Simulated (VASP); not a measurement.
# Cd (P6_3/mmc) in VASP: notebook, part 2 of 3

VASP 6.6.1. The steps go on from the part before.

### 4 Single point, PBE+U

Input file INCAR:

```
SYSTEM = Cd
PREC = Accurate ; ENCUT = 500
EDIFF = 1E-6 ; ISMEAR = 0
SIGMA = 0.1 ; LREAL = .FALSE.
LASPH = .TRUE. ; NELM = 200
ALGO = Normal ; ISIF = 2
LWAVE = .FALSE. ; LCHARG = .TRUE.
LDAU = .TRUE. ; LDAUTYPE = 2
LDAUL = 2 ; LDAUU = 2.2
LDAUJ = 0 ; LDAUPRINT = 1
GGA = PE ; LELF = .TRUE.
LVHAR = .TRUE. ; NBANDS = 19
ISYM = 0 ; GGA_COMPAT = .FALSE.
```

Input file KPOINTS:

```
Automatic mesh
0
Gamma
  3 2 2
  0.5 0.5 0
```

Input file POSCAR:

```
Cd
1.0
    2.9788725081      0.0000000000      0.0000000000
   -1.4894362540      2.5797792666      0.0000000000
    0.0000000000      0.0000000000      5.6176500000
Cd
2
Direct
    0.3333333333      0.6666666667      0.2500000000
    0.6666666667      0.3333333333      0.7500000000
```

Potentials or basis: VASP PAW PBE potentials, release 64 (Cd).

The run is started by

```sh
$ cat potpaw_PBE.64/Cd/POTCAR > POTCAR
$ mpirun -np 1 vasp_std > vasp.out
```

OUTCAR:

```text
SYSTEM = Cd
   PREC = Accurate
   ENCUT = 500
   EDIFF = 1E-6
   ISMEAR = 0
   LREAL = .FALSE.
   LASPH = .TRUE.
   NELM = 200
   ISIF = 2
   GGA = PE
   ISYM = 0

 ion  position               nearest neighbor table
   1  0.333  0.667  0.250-   2 3.29   2 3.29   2 3.29   2 3.29   2 3.29   2 3.29
   2  0.667  0.333  0.750-   1 3.29   1 3.29   1 3.29   1 3.29   1 3.29   1 3.29

IMPORTANT INFORMATION: All symmetrisations will be switched off!
NOSYMM: (Re-)initialisation of all symmetry stuff for point group C_1.

----------------------------------------------------------------------------------------

                                     Primitive cell

  volume of cell :      43.1707

  direct lattice vectors                    reciprocal lattice vectors
     2.978872508  0.000000000  0.000000000     0.335697482  0.193815032  0.000000000
    -1.489436254  2.579779267  0.000000000     0.000000000  0.387630063  0.000000000
     0.000000000  0.000000000  5.617650000     0.000000000  0.000000000  0.178010378

  length of vectors
     2.978872508  2.978872508  5.617650000     0.387630063  0.387630063  0.178010378

  position of ions in fractional coordinates (direct lattice)
     0.333333333  0.666666667  0.250000000
     0.666666667  0.333333333  0.750000000

  ion indices of the primitive-cell ions
   primitive index   ion index
                 1           1
                 2           2

----------------------------------------------------------------------------------------

[... 173 lines left out ...]
  o =  0.9599  v =  0.0000  0.0000  0.0000  0.0000  0.0000  0.0000  0.7935 -0.0000  0.6086 -0.0000      0.0000  0.0000  0.0000  0.0000  0.0000  0.0000  0.0000  0.0000  0.0000  0.0000
  o =  0.9608  v =  0.5271 -0.0000 -0.6639 -0.0000 -0.5305  0.0000  0.0000  0.0000  0.0000  0.0000      0.0000  0.0000  0.0000  0.0000  0.0000  0.0000  0.0000  0.0000  0.0000  0.0000
  o =  0.9608  v =  0.0000  0.0000  0.0000  0.0000  0.0000  0.5271 -0.0000 -0.6639 -0.0000 -0.5305      0.0000  0.0000  0.0000  0.0000  0.0000  0.0000  0.0000  0.0000  0.0000  0.0000
  o =  0.9635  v =  0.0000  0.0000  0.0000  0.0000  0.0000 -0.0000 -0.6086 -0.0000  0.7935  0.0000      0.0000  0.0000  0.0000  0.0000  0.0000  0.0000  0.0000  0.0000  0.0000  0.0000
  o =  0.9635  v = -0.0000 -0.6086 -0.0000  0.7935  0.0000  0.0000  0.0000  0.0000  0.0000  0.0000      0.0000  0.0000  0.0000  0.0000  0.0000  0.0000  0.0000  0.0000  0.0000  0.0000
  o =  0.9671  v = -0.1433  0.0000 -0.6848 -0.0000  0.7145  0.0000  0.0000  0.0000  0.0000  0.0000      0.0000  0.0000  0.0000  0.0000  0.0000  0.0000  0.0000  0.0000  0.0000  0.0000
  o =  0.9671  v =  0.0000  0.0000  0.0000  0.0000  0.0000 -0.1433  0.0000 -0.6848 -0.0000  0.7145      0.0000  0.0000  0.0000  0.0000  0.0000  0.0000  0.0000  0.0000  0.0000  0.0000

 number of electron      23.9999993 magnetization

 Free energy of the ion-electron system (eV)
  ---------------------------------------------------
  ext. energy  EPLUGINS =         0.00000000
  ---------------------------------------------------
  free energy    TOTEN  =        -1.52895117 eV

  energy without entropy =       -1.52895117  energy(sigma->0) =       -1.52895117

 E-fermi :   3.0021     XC(G=0): -10.9891

 val. band max:        2.5165890721   @ k =   0.1667   0.2500   0.0000
 cond. band min:       3.8841325284   @ k =   0.5000   0.2500   0.0000
 fundamental gap:      1.3675434563
 Fermi energy:         3.0021157724

 k-point     1 :       0.1667    0.2500    0.0000
  band No.  band energies     occupation
      1      -7.5088      2.00000
      2      -7.3442      2.00000
      3      -7.3187      2.00000
      4      -7.0675      2.00000
      5      -7.0398      2.00000
      6      -6.8455      2.00000
[... 109 lines left out ...]
      6      -6.8997      2.00000
[... 11 lines left out ...]
     18      13.6132      0.00000
     19      18.9372      0.00000

------------------------ aborting loop because EDIFF is reached ----------------------------------------

  FORCE on cell =-STRESS in cart. coord.  units (eV):
  Direction    XX          YY          ZZ          XY          YZ          ZX
  --------------------------------------------------------------------------------------
  -------------------------------------------------------------------------------------
  Total        1.1667356     -2.8165823      3.7899243      1.5387001     -0.0000061     -0.0000035
  in kB       43.3005984   -104.5307078    140.6539633     57.1051693     -0.0002245     -0.0001287
  external PRESSURE =      26.4746180 kB  Pullay stress =       0.0000000 kB

 VOLUME and BASIS-vectors are now :
 -----------------------------------------------------------------------------
  energy-cutoff  :      500.00
  volume of cell :       43.17
      direct lattice vectors                 reciprocal lattice vectors
     2.978872508  0.000000000  0.000000000     0.335697482  0.193815032  0.000000000
    -1.489436254  2.579779267  0.000000000     0.000000000  0.387630063  0.000000000
     0.000000000  0.000000000  5.617650000     0.000000000  0.000000000  0.178010378

 POSITION                                       TOTAL-FORCE (eV/Angst)
 -----------------------------------------------------------------------------------
     -0.00000      1.71985      1.40441        -0.031504      0.010918     -0.000000
      1.48944      0.85993      4.21324         0.031504     -0.010918      0.000000
 -----------------------------------------------------------------------------------
    total drift:                               -0.000001      0.000002      0.000000

  FREE ENERGIE OF THE ION-ELECTRON SYSTEM (eV)
  ---------------------------------------------------
  free  energy   TOTEN  =        -1.5289511721 eV

  energy  without entropy=       -1.5289511721  energy(sigma->0) =       -1.52895117
```

Run time: 7.4 s. Hardware: 1 thread of Intel Xeon Platinum 8559C (Emerald Rapids), shared host; peak memory 0.15 GiB.

Results:

| Item | Value |
| --- | --- |
| Free energy | -1.5290 eV |
| Pressure | 2.6 GPa |
| Largest force | 0.033 eV/Å |
| Band gap on the k mesh | zero (bands 12 and 13 overlap by 2.28 eV) |

Forces in eV/Å, atoms in the order of the input:
```
Cd  -0.032  0.011  0.000
Cd   0.032 -0.011  0.000
```

Eigenvalues of the final occupation matrices:
| site | spin | trace | eigenvalues |
| --- | --- | --- | --- |
| site 1 d | 1 | 4.81 | 0.95 0.96 0.96 0.96 0.97 |
| site 1 d | 2 | 4.81 | 0.95 0.96 0.96 0.96 0.97 |
| site 2 d | 1 | 4.81 | 0.95 0.96 0.96 0.96 0.97 |
| site 2 d | 2 | 4.81 | 0.95 0.96 0.96 0.96 0.97 |

Caveat: the k points lie up to 1.07 Å⁻¹ apart, too coarse for converged energies and pressures of a metal; U without spin polarisation on a metal has little footing; the U is typed as a test and isn't derived for this compound.

### 5 Single point, revPBE

This run uses another cell than the first one, of 19.82 Å³/atom.

Input file INCAR:

```
ALGO     = Normal         # electronic algorithm
EDIFF    = 1E-6           # SCF threshold, eV
ENCUT    = 500            # plane-wave cutoff, eV
GGA      = RE             # functional
GGA_COMPAT= F            
ISIF     = 2              # what is computed and relaxed
ISMEAR   = 1              # smearing method
LASPH    = T              # aspherical terms in the spheres
LCHARG   = F              # write CHGCAR
LREAL    = F              # projectors in reciprocal space
LWAVE    = F              # write WAVECAR
NBANDS   = 19             # bands
NELM     = 120            # most SCF steps
PREC     = Accurate       # precision mode
SIGMA    = 0.029          # smearing width, eV
```

Input file KPOINTS:

```
k-points
0
Gamma
  6 6 4
```

Input file POSCAR:

```
Cd
1.0
    2.8951171595      0.0000000000      0.0000000000
   -1.4475585797      2.5072450071      0.0000000000
    0.0000000000      0.0000000000      5.4597015706
Cd
2
Direct
    0.3333333333      0.6666666667      0.2500000000
    0.6666666667      0.3333333333      0.7500000000
```

Potentials or basis: VASP PAW PBE potentials, release 64 (Cd).

The run is started by

```sh
$ cat potpaw_PBE.64/Cd/POTCAR > POTCAR
$ mpirun -np 1 vasp_std > vasp.out
```

OUTCAR:

```text
EDIFF = 1E-6
   ENCUT = 500
   GGA = RE
   ISIF = 2
   ISMEAR = 1
   LASPH = T
   LREAL = F
   NELM = 120
   PREC = Accurate

 ion  position               nearest neighbor table
   1  0.333  0.667  0.250-   2 3.20   2 3.20   2 3.20   2 3.20   2 3.20   2 3.20
   2  0.667  0.333  0.750-   1 3.20   1 3.20   1 3.20   1 3.20   1 3.20   1 3.20

  LATTYP: Found a hexagonal cell.
 ALAT       =     2.8951171595
 C/A-ratio  =     1.8858309594

  Lattice vectors:

 A1 = (   2.8951171595,   0.0000000000,   0.0000000000)
 A2 = (  -1.4475585797,   2.5072450071,   0.0000000000)
 A3 = (   0.0000000000,   0.0000000000,   5.4597015706)

Analysis of symmetry for initial positions (statically):
=====================================================================
 Subroutine PRICEL returns:
 Original cell was already a primitive cell.

 Routine SETGRP: Setting up the symmetry group for a
 hexagonal supercell.

 Subroutine GETGRP returns: Found 24 space group operations
 (whereof 12 operations were pure point group operations)
 out of a pool of 24 trial point group operations.

The static configuration has the point symmetry D_3d.
 The point group associated with its full space group is D_6h.

Analysis of symmetry for dynamics (positions and initial velocities):
=====================================================================
 Subroutine PRICEL returns:
 Original cell was already a primitive cell.

 Routine SETGRP: Setting up the symmetry group for a
 hexagonal supercell.

 Subroutine GETGRP returns: Found 24 space group operations
 (whereof 12 operations were pure point group operations)
 out of a pool of 24 trial point group operations.

The dynamic configuration has the point symmetry D_3d.
 The point group associated with its full space group is D_6h.

 Subroutine INISYM returns: Found 24 space group operations
 (whereof 12 operations are pure point group operations),
 and found     1 'primitive' translations

----------------------------------------------------------------------------------------

                                     Primitive cell

  volume of cell :      39.6307

  direct lattice vectors                    reciprocal lattice vectors
     2.895117159  0.000000000  0.000000000     0.345409165  0.199422074  0.000000000
    -1.447558580  2.507245007  0.000000000     0.000000000  0.398844149  0.000000000
     0.000000000  0.000000000  5.459701571     0.000000000  0.000000000  0.183160194

  length of vectors
     2.895117159  2.895117160  5.459701571     0.398844149  0.398844149  0.183160194

  position of ions in fractional coordinates (direct lattice)
     0.333333333  0.666666667  0.250000000
     0.666666667  0.333333333  0.750000000

  ion indices of the primitive-cell ions
   primitive index   ion index
                 1           1
                 2           2

----------------------------------------------------------------------------------------

 KPOINTS: k-points

Automatic generation of k-mesh.
 Grid dimensions read from file:
 generate k-points for:    6    6    4

 Generating k-lattice:

  Cartesian coordinates                     Fractional coordinates (reciprocal lattice)
     0.057568194  0.033237012  0.000000000     0.166666667  0.000000000  0.000000000
     0.000000000  0.066474025  0.000000000     0.000000000  0.166666667  0.000000000
     0.000000000  0.000000000  0.045790049     0.000000000  0.000000000  0.250000000

  Length of vectors
     0.066474025  0.066474025  0.045790049

  Shift w.r.t. Gamma in fractional coordinates (k-lattice)
     0.000000000  0.000000000  0.000000000

 Subroutine IBZKPT returns following result:
 ===========================================

 Found     21 irreducible k-points:

 Following reciprocal coordinates:
            Coordinates               Weight
  0.000000  0.000000  0.000000      1.000000
  0.166667 -0.000000  0.000000      6.000000
  0.333333 -0.000000  0.000000      6.000000
  0.500000 -0.000000  0.000000      3.000000
  0.166667  0.166667  0.000000      6.000000
  0.333333  0.166667  0.000000     12.000000
[... 13 lines left out ...]
  0.333333  0.166667  0.500000     12.000000
  0.333333  0.333333  0.500000      2.000000
   k-points           NKPTS =     21   k-points in BZ     NKDIM =     21   number of bands    NBANDS=     19
   number of dos      NEDOS =    301   number of ions     NIONS =      2
   total plane-waves  NPLWV =  23040
   dimension x,y,z NGX =    24 NGY =   24 NGZ =   40
   dimension x,y,z NGXF=    48 NGYF=   48 NGZF=   80
   ions per type =               2
   NGX,Y,Z   is equivalent  to a cutoff of  13.78, 13.78, 12.18 a.u.
   NGXF,Y,Z  is equivalent  to a cutoff of  27.56, 27.56, 24.36 a.u.
 SYSTEM =  unknown system
   PREC   = accura    normal or accurate (medium, high low for compatibility)
   ISTART =      0    job   : 0-new  1-cont  2-samecut
   ICHARG =      2    charge: 1-file 2-atom 10-const
   ISPIN  =      1    spin polarized calculation?
   LNONCOLLINEAR =      F non collinear calculations
   LSORBIT =      F    spin-orbit coupling
   LASPH  =      T    aspherical Exc in radial PAW
   ENCUT  =  500.0 eV  36.75 Ry    6.06 a.u.   5.28  5.28  9.95*2*pi/ulx,y,z
   NELM   =    120;   NELMIN=  2; NELMDL= -5     # of ELM steps
   EDIFF  = 0.1E-05   stopping-criterion for ELM
   LREAL  =      F    real-space projection
   EDIFFG = 0.1E-04   stopping-criterion for IOM
   NSW    =      0    number of steps for IOM
   IBRION =     -1    ionic relax: 0-MD 1-quasi-New 2-CG
   NFREE  =      0    steps in history (QN), initial steepest desc. (CG)
   ISIF   =      2    stress and relaxation
   ISYM   =      2    0-nonsym 1-usesym 2-fastsym
   POTIM  = 0.5000    time-step for ionic-motion
   TEBEG  =    0.0;   TEEND  =   0.0 temperature during run
   PSTRESS=    0.0 pullay stress
   NELECT =      24.0000    total number of electrons
   NUPDOWN=      -1.0000    fix difference up-down
   EMIN   =  10.00;   EMAX   =-10.00  energy-range for DOS
   EFERMI =   0.00;   METHOD = LEGACY
   ISMEAR =     1;   SIGMA  =   0.03  broadening in eV -4-tet -1-fermi 0-gaus
   EFERMI_NEDOS =   21; number of points for ismear=-14 and -15
   IALGO  =     38    algorithm
   IMIX   =      4    mixing-type and parameters
     AMIX     =   0.40;   BMIX     =  1.00
     AMIX_MAG =   1.60;   BMIX_MAG =  1.00
  volume/ion in A,a.u.               =      19.82       133.72
  Fermi-wavevector in a.u.,A,eV,Ry     =   1.385058  2.617380 26.101223  1.918386
  Thomas-Fermi vector in A             =   2.509504
   LORBIT       =      0    0 simple, 1 ext, 2 COOP (PROOUT), +10 PAW based schemes
   GGA     = RE    functional components
   LHFCALC =     F    Hartree Fock is set to
   AEXX    =    0.0000 exact exchange contribution
   IVDW    =     0    specifies the selected vdW correction
   LEPSILON=     F    determine dielectric tensor
   LRPA    =     F    only Hartree local field effects (RPA)
 non-spin polarized calculation
 Methfessel and Paxton  Order N= 1 SIGMA  =   0.03
  energy-cutoff  :      500.00
  volume of cell :       39.63
 maximum number of plane-waves:      1018
 NGX is ok and might be reduce to    24
   NGX = 11   NGY = 11   NGZ = 19

 number of electron      23.9999988 magnetization

 Free energy of the ion-electron system (eV)
  ---------------------------------------------------
  ext. energy  EPLUGINS =         0.00000000
  ---------------------------------------------------
  free energy    TOTEN  =        -0.53566876 eV

  energy without entropy =       -0.53563723  energy(sigma->0) =       -0.53565825

 E-fermi :   4.1188     XC(G=0): -11.4052

 val. band max:        4.0999833141   @ k =   0.3333   0.3333   0.0000
 cond. band min:       4.1307389546   @ k =   0.3333  -0.0000   0.0000
 fundamental gap:      0.0307556405
 Fermi energy:         4.1188393137

 k-point     1 :       0.0000    0.0000    0.0000
  band No.  band energies     occupation
      1      -6.5767      2.00000
      2      -6.2765      2.00000
      3      -5.7973      2.00000
      4      -5.7973      2.00000
      5      -5.7350      2.00000
      6      -5.7350      2.00000
[... 11 lines left out ...]
     18      19.6286      0.00000
     19      19.9189      0.00000
[... 419 lines left out ...]
 k-point    21 :       0.3333    0.3333    0.5000
  band No.  band energies     occupation
      1      -6.0104      2.00000
      2      -6.0104      2.00000
      3      -5.8139      2.00000
      4      -5.8139      2.00000
      5      -5.5864      2.00000
      6      -5.5864      2.00000
[... 11 lines left out ...]
     18      14.2925      0.00000
     19      16.2661      0.00000

------------------------ aborting loop because EDIFF is reached ----------------------------------------

  FORCE on cell =-STRESS in cart. coord.  units (eV):
  Direction    XX          YY          ZZ          XY          YZ          ZX
  --------------------------------------------------------------------------------------
  -------------------------------------------------------------------------------------
  Total        3.6112933      3.6112933      2.7324011      0.0000000      0.0000000      0.0000000
  in kB      145.9961907    145.9961907    110.4646220      0.0000000      0.0000000      0.0000000
  external PRESSURE =     134.1523344 kB  Pullay stress =       0.0000000 kB

 VOLUME and BASIS-vectors are now :
 -----------------------------------------------------------------------------
  energy-cutoff  :      500.00
  volume of cell :       39.63
      direct lattice vectors                 reciprocal lattice vectors
     2.895117159  0.000000000  0.000000000     0.345409165  0.199422074  0.000000000
    -1.447558580  2.507245007  0.000000000     0.000000000  0.398844149  0.000000000
     0.000000000  0.000000000  5.459701571     0.000000000  0.000000000  0.183160194

 POSITION                                       TOTAL-FORCE (eV/Angst)
 -----------------------------------------------------------------------------------
     -0.00000      1.67150      1.36493        -0.000000      0.000000      0.000000
      1.44756      0.83575      4.09478         0.000000     -0.000000     -0.000000
 -----------------------------------------------------------------------------------
    total drift:                               -0.000000      0.000000      0.000000

  FREE ENERGIE OF THE ION-ELECTRON SYSTEM (eV)
  ---------------------------------------------------
  free  energy   TOTEN  =        -0.5356687579 eV

  energy  without entropy=       -0.5356372336  energy(sigma->0) =       -0.53565825
```

Wall time 9.3 s (1 thread of Intel Xeon Platinum 8559C (Emerald Rapids), shared host); peak memory 0.15 GiB.

Results:

```yaml
Free_energy: -0.5357 eV
Pressure: 13.4 GPa
Band_gap_on_the_k_mesh: zero (bands 12 and 13 overlap by 4.00 eV)
```

Caveat: the k points lie up to 0.42 Å⁻¹ apart, too coarse for converged energies and pressures of a metal; the PAW data sets were made with another functional, which shifts forces and pressure a little.

### 6 Single point, PBEsol

This run uses another cell than the first one, of 21.05 Å³/atom.

Input file INCAR:

```
SYSTEM = Cd
PREC = Accurate
ENCUT = 500
EDIFF = 1E-6
ISMEAR = 0
SIGMA = 0.1
LREAL = .FALSE.
LASPH = .TRUE.
NELM = 120
ALGO = Normal
ISIF = 2
LWAVE = .FALSE.
LCHARG = .FALSE.
GGA = PS
NBANDS = 19
GGA_COMPAT = .FALSE.
```

Input file KPOINTS:

```
regular mesh
0
G
  6 6 4
  0 0 0
```

Input file POSCAR:

```
Cd
1.0
    2.9538387824      0.0000000000      0.0000000000
   -1.4769193912      2.5580994243      0.0000000000
    0.0000000000      0.0000000000      5.5704406252
Cd
2
Direct
    0.3333333333      0.6666666667      0.2500000000
    0.6666666667      0.3333333333      0.7500000000
```

Potentials or basis: VASP PAW PBE potentials, release 64 (Cd).

The run is started by

```sh
$ cat potpaw_PBE.64/Cd/POTCAR > POTCAR
$ mpirun -np 1 vasp_std > vasp.out
```

It took 10 s on 1 thread of Intel Xeon Platinum 8559C (Emerald Rapids), shared host; peak memory 0.16 GiB.

The run converged. Its results:

```yaml
Free_energy: -2.3668 eV
Pressure: 1.4 GPa
Band_gap_on_the_k_mesh: zero (bands 12 and 13 overlap by 4.04 eV)
```

Stress tensor (GPa, compression positive):
```
1.47 0.00 0.00
0.00 1.47 0.00
0.00 0.00 1.16
```

Levels at points of the mesh, in eV from the Fermi level:
| k point | band 9 | band 10 | band 11 | band 12 | band 13 | band 14 | band 15 | band 16 |
| --- | --- | --- | --- | --- | --- | --- | --- | --- |
| (0.00, 0.00, 0.00) | -8.99 | -8.72 | -8.72 | -3.49 | -3.32 | 10.39 | 14.25 | 14.82 |
| (0.50, 0.00, 0.00) | -8.45 | -8.43 | -2.74 | -2.17 | 1.70 | 2.73 | 2.99 | 5.02 |
| (0.00, 0.00, 0.50) | -8.84 | -8.84 | -7.83 | -7.83 | 3.47 | 3.47 | 14.58 | 14.58 |
| (0.50, 0.00, 0.50) | -8.44 | -8.44 | -1.94 | -1.94 | -0.17 | -0.17 | 7.89 | 7.89 |

Caveat: the k points lie up to 0.41 Å⁻¹ apart, too coarse for converged energies and pressures of a metal; the PAW data sets were made with another functional, which shifts forces and pressure a little.

(Part 2 of 3 ends here.)

The gap in the log of VASP goes by the Fermi energy; the results here count the filled bands.